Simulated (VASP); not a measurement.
# BaY (P4/mmm) in VASP: a series of runs

BaY is run at these levels: PBE; tasks: single point.

Everything below comes from runs of VASP 6.6.1. Logs are shortened: lines on timing, memory, paths and dates and some standing lists are left out, and cuts for length are marked.

## (1) The cell of the first run

The structure is tetragonal, space group P4/mmm (No. 123). The conventional cell has a = 4.256 Å, b = 4.256 Å, c = 4.475 Å, α = 90.00°, β = 90.00°, γ = 90.00°. Ba (site symmetry 4/mmm) has 8 Y at 3.75 Å and 6 Ba at 4.26 to 4.48 Å within 4.9 Å. Within 4.9 Å of Y (site symmetry 4/mmm) lie 8 Ba at 3.75 Å and 6 Y at 4.26 to 4.48 Å.

## (2) Single point, PBE

File INCAR:

```
SYSTEM = BaY
PREC = Accurate
ENCUT = 520
EDIFF = 1E-7
ISMEAR = 0
SIGMA = 0.05
LREAL = .FALSE.
LASPH = .TRUE.
NELM = 80
ALGO = Normal
ISIF = 2
LWAVE = .FALSE.
LCHARG = .FALSE.
GGA = PE
NBANDS = 18
```

File KPOINTS:

```
Automatic mesh
0
G
  6 6 6
  0 0 0
```

File POSCAR:

```
BaY
1.0
    4.2556898000      0.0000000000      0.0000000000
    0.0000000000      4.2556898000      0.0000000000
    0.0000000000      0.0000000000      4.4754226500
Ba Y
1 1
Direct
    0.0000000000      0.0000000000      0.0000000000
    0.5000000000      0.5000000000      0.5000000000
```

Potentials or basis: VASP PAW PBE potentials, release 64 (Ba_sv, Y_sv).

Run with:

```bash
$ cat potpaw_PBE.64/Ba_sv/POTCAR potpaw_PBE.64/Y_sv/POTCAR > POTCAR
$ mpirun -np 1 vasp_std > vasp.out
```

OUTCAR:

```text
SYSTEM = BaY
   PREC = Accurate
   ENCUT = 520
   EDIFF = 1E-7
   ISMEAR = 0
   LREAL = .FALSE.
   LASPH = .TRUE.
   NELM = 80
   ISIF = 2
   GGA = PE

 ion  position               nearest neighbor table
   1  0.000  0.000  0.000-   2 3.75   2 3.75   2 3.75   2 3.75   2 3.75   2 3.75   2 3.75   2 3.75

   2  0.500  0.500  0.500-   1 3.75   1 3.75   1 3.75   1 3.75   1 3.75   1 3.75   1 3.75   1 3.75

  LATTYP: Found a simple tetragonal cell.
 ALAT       =     4.2556898000
 C/A-ratio  =     1.0516327224

  Lattice vectors:

 A1 = (   4.2556898000,   0.0000000000,   0.0000000000)
 A2 = (   0.0000000000,   4.2556898000,   0.0000000000)
 A3 = (   0.0000000000,   0.0000000000,   4.4754226500)

Analysis of symmetry for initial positions (statically):
=====================================================================
 Subroutine PRICEL returns:
 Original cell was already a primitive cell.

 Routine SETGRP: Setting up the symmetry group for a
 simple tetragonal supercell.

 Subroutine GETGRP returns: Found 16 space group operations
 (whereof 16 operations were pure point group operations)
 out of a pool of 16 trial point group operations.

The static configuration has the point symmetry D_4h.

Analysis of symmetry for dynamics (positions and initial velocities):
=====================================================================
 Subroutine PRICEL returns:
 Original cell was already a primitive cell.

 Routine SETGRP: Setting up the symmetry group for a
 simple tetragonal supercell.

 Subroutine GETGRP returns: Found 16 space group operations
 (whereof 16 operations were pure point group operations)
 out of a pool of 16 trial point group operations.

The dynamic configuration has the point symmetry D_4h.

 Subroutine INISYM returns: Found 16 space group operations
 (whereof 16 operations are pure point group operations),
 and found     1 'primitive' translations

----------------------------------------------------------------------------------------

                                     Primitive cell

  volume of cell :      81.0539

  direct lattice vectors                    reciprocal lattice vectors
     4.255689800  0.000000000  0.000000000     0.234979533  0.000000000  0.000000000
     0.000000000  4.255689800  0.000000000     0.000000000  0.234979533  0.000000000
     0.000000000  0.000000000  4.475422650     0.000000000  0.000000000  0.223442584

  length of vectors
     4.255689800  4.255689800  4.475422650     0.234979533  0.234979533  0.223442584

  position of ions in fractional coordinates (direct lattice)
     0.000000000  0.000000000  0.000000000
     0.500000000  0.500000000  0.500000000

  ion indices of the primitive-cell ions
[... 73 lines left out ...]
   ENCUT  =  520.0 eV  38.22 Ry    6.18 a.u.   7.91  7.91  8.32*2*pi/ulx,y,z
   NELM   =     80;   NELMIN=  2; NELMDL= -5     # of ELM steps
   EDIFF  = 0.1E-06   stopping-criterion for ELM
   LREAL  =      F    real-space projection
   EDIFFG = 0.1E-05   stopping-criterion for IOM
   NSW    =      0    number of steps for IOM
   IBRION =     -1    ionic relax: 0-MD 1-quasi-New 2-CG
   NFREE  =      0    steps in history (QN), initial steepest desc. (CG)
   ISIF   =      2    stress and relaxation
   ISYM   =      2    0-nonsym 1-usesym 2-fastsym
   POTIM  = 0.5000    time-step for ionic-motion
   TEBEG  =    0.0;   TEEND  =   0.0 temperature during run
   PSTRESS=    0.0 pullay stress
   NELECT =      21.0000    total number of electrons
   NUPDOWN=      -1.0000    fix difference up-down
   EMIN   =  10.00;   EMAX   =-10.00  energy-range for DOS
   EFERMI =   0.00;   METHOD = LEGACY
   ISMEAR =     0;   SIGMA  =   0.05  broadening in eV -4-tet -1-fermi 0-gaus
   EFERMI_NEDOS =   21; number of points for ismear=-14 and -15
   IALGO  =     38    algorithm
   IMIX   =      4    mixing-type and parameters
     AMIX     =   0.40;   BMIX     =  1.00
     AMIX_MAG =   1.60;   BMIX_MAG =  1.00
  volume/ion in A,a.u.               =      40.53       273.49
  Fermi-wavevector in a.u.,A,eV,Ry     =   1.043654  1.972220 14.819656  1.089214
  Thomas-Fermi vector in A             =   2.178373
   LORBIT       =      0    0 simple, 1 ext, 2 COOP (PROOUT), +10 PAW based schemes
   GGA     = PE    functional components
   LHFCALC =     F    Hartree Fock is set to
   AEXX    =    0.0000 exact exchange contribution
   IVDW    =     0    specifies the selected vdW correction
   LEPSILON=     F    determine dielectric tensor
   LRPA    =     F    only Hartree local field effects (RPA)
 non-spin polarized calculation
 Gauss-broadening in eV      SIGMA  =   0.05
  energy-cutoff  :      520.00
  volume of cell :       81.05
 maximum number of plane-waves:      2200
 NGX is ok and might be reduce to    32
   NGX = 15   NGY = 15   NGZ = 17

 number of electron      21.0000001 magnetization

 Free energy of the ion-electron system (eV)
  ---------------------------------------------------
  ext. energy  EPLUGINS =         0.00000000
  ---------------------------------------------------
  free energy    TOTEN  =        -7.63630513 eV

  energy without entropy =       -7.63142803  energy(sigma->0) =       -7.63386658

 E-fermi :   2.7350     XC(G=0):  -8.8050

 val. band max:        2.7106235962   @ k =   0.3333   0.3333   0.3333
 cond. band min:       2.7585751114   @ k =   0.3333   0.3333   0.3333
 fundamental gap:      0.0479515152
 Fermi energy:         2.7349983960

 k-point     1 :       0.0000    0.0000    0.0000
  band No.  band energies     occupation
      1     -40.7545      2.00000
      2     -25.1036      2.00000
      3     -20.7182      2.00000
      4     -20.6762      2.00000
      5     -20.6762      2.00000
      6     -10.2780      2.00000
[... 481 lines left out ...]
      5     -20.6686      2.00000
      6     -10.6119      2.00000
[... 10 lines left out ...]
     17       6.0859      0.00000
     18       7.8702      0.00000

 [... further k-points ...]
[... 5 lines left out ...]
  --------------------------------------------------------------------------------------
  -------------------------------------------------------------------------------------
  Total        0.8055828      0.8055828      0.5279560      0.0000000      0.0000000      0.0000000
  in kB       15.9238031     15.9238031     10.4360052      0.0000000      0.0000000      0.0000000
  external PRESSURE =      14.0945371 kB  Pullay stress =       0.0000000 kB

 VOLUME and BASIS-vectors are now :
 -----------------------------------------------------------------------------
  energy-cutoff  :      520.00
  volume of cell :       81.05
      direct lattice vectors                 reciprocal lattice vectors
     4.255689800  0.000000000  0.000000000     0.234979533  0.000000000  0.000000000
     0.000000000  4.255689800  0.000000000     0.000000000  0.234979533  0.000000000
     0.000000000  0.000000000  4.475422650     0.000000000  0.000000000  0.223442584

 POSITION                                       TOTAL-FORCE (eV/Angst)
 -----------------------------------------------------------------------------------
      0.00000      0.00000      0.00000         0.000000      0.000000      0.000000
      2.12784      2.12784      2.23771         0.000000      0.000000      0.000000
 -----------------------------------------------------------------------------------
    total drift:                                0.000000      0.000000     -0.000000

  FREE ENERGIE OF THE ION-ELECTRON SYSTEM (eV)
  ---------------------------------------------------
  free  energy   TOTEN  =        -7.6363051250 eV

  energy  without entropy=       -7.6314280266  energy(sigma->0) =       -7.63386658
```

stdout:

```text
POSCAR found type information on POSCAR BaY
 POSCAR found :  2 types and       2 ions
 scaLAPACK will be used
 LDA part: xc-table for (Slater+PW92), standard interpolation
 POSCAR, INCAR and KPOINTS ok, starting setup
 FFT: planning ... GRIDC
 FFT: planning ... GRID_SOFT
 FFT: planning ... GRID
 WAVECAR not read
 entering main loop
```

Run time: 28 s. Hardware: 1 thread of Intel Xeon Platinum 8559C (Emerald Rapids), shared host; peak memory 0.23 GiB.

Results:

* Free energy: -7.6363 eV
* Pressure: 1.4 GPa

Caveat: spin-orbit coupling is left out, which moves the levels of the heavy elements.

## (3) Single point, PBE

File INCAR:

```
PREC = Accurate
ENCUT = 520
EDIFF = 1E-7
ISMEAR = 0
SIGMA = 0.05
LREAL = False
LASPH = True
NELM = 100
ALGO = Normal
ISIF = 2
LWAVE = False
LCHARG = False
GGA = PE
NBANDS = 18
```

File KPOINTS:

```
Automatic mesh
0
Gamma
  7 7 7
```

POSCAR is that of step 2.

Potentials or basis: VASP PAW PBE potentials, release 64 (Ba_sv, Y_sv).

Run with:

```bash
$ cat potpaw_PBE.64/Ba_sv/POTCAR potpaw_PBE.64/Y_sv/POTCAR > POTCAR
$ mpirun -np 1 vasp_std > vasp.out
```

OUTCAR:

```text
PREC = Accurate
   ENCUT = 520
   EDIFF = 1E-7
   ISMEAR = 0
   LREAL = False
   LASPH = True
   NELM = 100
   ISIF = 2
   GGA = PE

 ion  position               nearest neighbor table
   1  0.000  0.000  0.000-   2 3.75   2 3.75   2 3.75   2 3.75   2 3.75   2 3.75   2 3.75   2 3.75

   2  0.500  0.500  0.500-   1 3.75   1 3.75   1 3.75   1 3.75   1 3.75   1 3.75   1 3.75   1 3.75

  LATTYP: Found a simple tetragonal cell.
 ALAT       =     4.2556898000
 C/A-ratio  =     1.0516327224

  Lattice vectors:

[... 192 lines left out ...]
      5     -20.6402      2.00000
      6     -10.2804      2.00000
[... 481 lines left out ...]
      5     -20.6331      2.00000
      6     -10.6113      2.00000
[... 10 lines left out ...]
     17       6.2630      0.00000
     18       7.3087      0.00000

 [... further k-points ...]
[... 5 lines left out ...]
  --------------------------------------------------------------------------------------
  -------------------------------------------------------------------------------------
  Total        0.7498824      0.7498824      0.6085621      0.0000000     -0.0000000      0.0000000
  in kB       14.8227836     14.8227836     12.0293317      0.0000000     -0.0000000      0.0000000
  external PRESSURE =      13.8916329 kB  Pullay stress =       0.0000000 kB

 VOLUME and BASIS-vectors are now :
 -----------------------------------------------------------------------------
  energy-cutoff  :      520.00
  volume of cell :       81.05
      direct lattice vectors                 reciprocal lattice vectors
     4.255689800  0.000000000  0.000000000     0.234979533  0.000000000  0.000000000
     0.000000000  4.255689800  0.000000000     0.000000000  0.234979533  0.000000000
     0.000000000  0.000000000  4.475422650     0.000000000  0.000000000  0.223442584

 POSITION                                       TOTAL-FORCE (eV/Angst)
 -----------------------------------------------------------------------------------
      0.00000      0.00000      0.00000         0.000000      0.000000      0.000000
      2.12784      2.12784      2.23771         0.000000      0.000000      0.000000
 -----------------------------------------------------------------------------------
    total drift:                                0.000000      0.000000     -0.000000

  FREE ENERGIE OF THE ION-ELECTRON SYSTEM (eV)
  ---------------------------------------------------
  free  energy   TOTEN  =        -7.6103328635 eV

  energy  without entropy=       -7.6043638436  energy(sigma->0) =       -7.60734835
```

OSZICAR:

```text
N       E                     dE             d eps       ncg     rms          rms(c)
DAV:   1     0.108304549015E+03    0.10830E+03   -0.96786E+03  1440   0.102E+03
DAV:   2    -0.109178679978E+01   -0.10940E+03   -0.10702E+03  1926   0.230E+02
DAV:   3    -0.820126649638E+01   -0.71095E+01   -0.70608E+01  2260   0.427E+01
DAV:   4    -0.842721125152E+01   -0.22594E+00   -0.22573E+00  2012   0.657E+00
DAV:   5    -0.843099243742E+01   -0.37812E-02   -0.37804E-02  2036   0.696E-01    0.177E+01
DAV:   6    -0.764700191939E+01    0.78399E+00   -0.17902E+00  1626   0.448E+00    0.117E+01
DAV:   7    -0.764050622408E+01    0.64957E-02   -0.12478E+00  1918   0.357E+00    0.240E+00
DAV:   8    -0.762076655707E+01    0.19740E-01   -0.48287E-01  1630   0.251E+00    0.171E+00
DAV:   9    -0.761069802430E+01    0.10069E-01   -0.78195E-02  1664   0.103E+00    0.784E-01
DAV:  10    -0.761046345370E+01    0.23457E-03   -0.21554E-03  1758   0.246E-01    0.140E-01
DAV:  11    -0.761033033175E+01    0.13312E-03   -0.11136E-03  1888   0.157E-01    0.600E-02
DAV:  12    -0.761034151791E+01   -0.11186E-04   -0.97393E-05  2002   0.378E-02    0.275E-02
DAV:  13    -0.761033456674E+01    0.69512E-05   -0.18057E-05  1670   0.171E-02    0.144E-02
DAV:  14    -0.761033281698E+01    0.17498E-05   -0.79843E-06  2156   0.132E-02    0.216E-03
DAV:  15    -0.761033286347E+01   -0.46489E-07   -0.16755E-07  1302   0.227E-03
   1 F= -.76103329E+01 E0= -.76073484E+01  d E =-.596902E-02
```

stdout:

```text
POSCAR found type information on POSCAR BaY
 POSCAR found :  2 types and       2 ions
 scaLAPACK will be used
 LDA part: xc-table for (Slater+PW92), standard interpolation
 POSCAR, INCAR and KPOINTS ok, starting setup
 FFT: planning ... GRIDC
 FFT: planning ... GRID_SOFT
 FFT: planning ... GRID
 WAVECAR not read
 entering main loop
```

It took 27 s on 1 thread of Intel Xeon Platinum 8559C (Emerald Rapids), shared host; peak memory 0.23 GiB.

What came out:

```yaml
Free_energy: -7.6103 eV
Pressure: 1.4 GPa
```

Stress tensor (GPa, compression positive):
```
1.48 0.00 0.00
0.00 1.48 0.00
0.00 0.00 1.20
```

Caveat: spin-orbit coupling is left out, which moves the levels of the heavy elements.

## (4) Single point, PBE

INCAR: that of step 3 with these lines changed.

```diff
@@ -7,3 +7,3 @@
 LASPH = True
-NELM = 100
+NELM = 60
 ALGO = Normal
```

File KPOINTS:

```
regular mesh
0
Gamma
  9 9 8
```

POSCAR is that of step 3.

Potentials or basis: VASP PAW PBE potentials, release 64 (Ba_sv, Y_sv).

Run with:

```bash
$ cat potpaw_PBE.64/Ba_sv/POTCAR potpaw_PBE.64/Y_sv/POTCAR > POTCAR
$ mpirun -np 1 vasp_std > vasp.out
```

OUTCAR:

```text
PREC = Accurate
   ENCUT = 520
   EDIFF = 1E-7
   ISMEAR = 0
   LREAL = False
   LASPH = True
   NELM = 60
   ISIF = 2
   GGA = PE

 ion  position               nearest neighbor table
   1  0.000  0.000  0.000-   2 3.75   2 3.75   2 3.75   2 3.75   2 3.75   2 3.75   2 3.75   2 3.75

   2  0.500  0.500  0.500-   1 3.75   1 3.75   1 3.75   1 3.75   1 3.75   1 3.75   1 3.75   1 3.75

  LATTYP: Found a simple tetragonal cell.
 ALAT       =     4.2556898000
 C/A-ratio  =     1.0516327224

  Lattice vectors:

[... 192 lines left out ...]
      5     -20.6724      2.00000
      6     -10.2694      2.00000
[... 481 lines left out ...]
      5     -20.6728      2.00000
      6     -10.6361      2.00000
[... 10 lines left out ...]
     17       5.8675      0.00000
     18       6.5435      0.00000

 [... further k-points ...]
[... 5 lines left out ...]
  --------------------------------------------------------------------------------------
  -------------------------------------------------------------------------------------
  Total        0.8023128      0.8023128      0.6486472      0.0000000     -0.0000000      0.0000000
  in kB       15.8591644     15.8591644     12.8216868      0.0000000     -0.0000000      0.0000000
  external PRESSURE =      14.8466718 kB  Pullay stress =       0.0000000 kB

 VOLUME and BASIS-vectors are now :
 -----------------------------------------------------------------------------
  energy-cutoff  :      520.00
  volume of cell :       81.05
      direct lattice vectors                 reciprocal lattice vectors
     4.255689800  0.000000000  0.000000000     0.234979533  0.000000000  0.000000000
     0.000000000  4.255689800  0.000000000     0.000000000  0.234979533  0.000000000
     0.000000000  0.000000000  4.475422650     0.000000000  0.000000000  0.223442584

 POSITION                                       TOTAL-FORCE (eV/Angst)
 -----------------------------------------------------------------------------------
      0.00000      0.00000      0.00000         0.000000      0.000000      0.000000
      2.12784      2.12784      2.23771         0.000000      0.000000      0.000000
 -----------------------------------------------------------------------------------
    total drift:                                0.000000      0.000000     -0.000000

  FREE ENERGIE OF THE ION-ELECTRON SYSTEM (eV)
  ---------------------------------------------------
  free  energy   TOTEN  =        -7.6172451566 eV

  energy  without entropy=       -7.6111197612  energy(sigma->0) =       -7.61418246
```

Wall time 45 s (1 thread of Intel Xeon Platinum 8559C (Emerald Rapids), shared host); peak memory 0.28 GiB.

Results:

* Free energy: -7.6172 eV
* Pressure: 1.5 GPa

Stress tensor (GPa, compression positive):
```
1.59 0.00 0.00
0.00 1.59 0.00
0.00 0.00 1.28
```

Caveat: spin-orbit coupling is left out, which moves the levels of the heavy elements.

## (5) The runs side by side

```tsv
k mesh	gap on the mesh (eV)	pressure (GPa)
6 × 6 × 6	none	1.4
7 × 7 × 7	none	1.4
9 × 9 × 8	none	1.5
```

Alike in all rows: task single point; level PBE; potentials or basis VASP PAW PBE potentials, release 64 (Ba_sv, Y_sv); no spin polarisation; cell as given; cutoff (eV) 520; smearing gaussian 0.05 eV.

Every run on the cell as given and a fine mesh finds a metal.

Caveats: spin-orbit coupling is left out, which moves the levels of the heavy elements.

Total energies depend on the potentials used, so only differences within one code and one set of settings carry meaning.
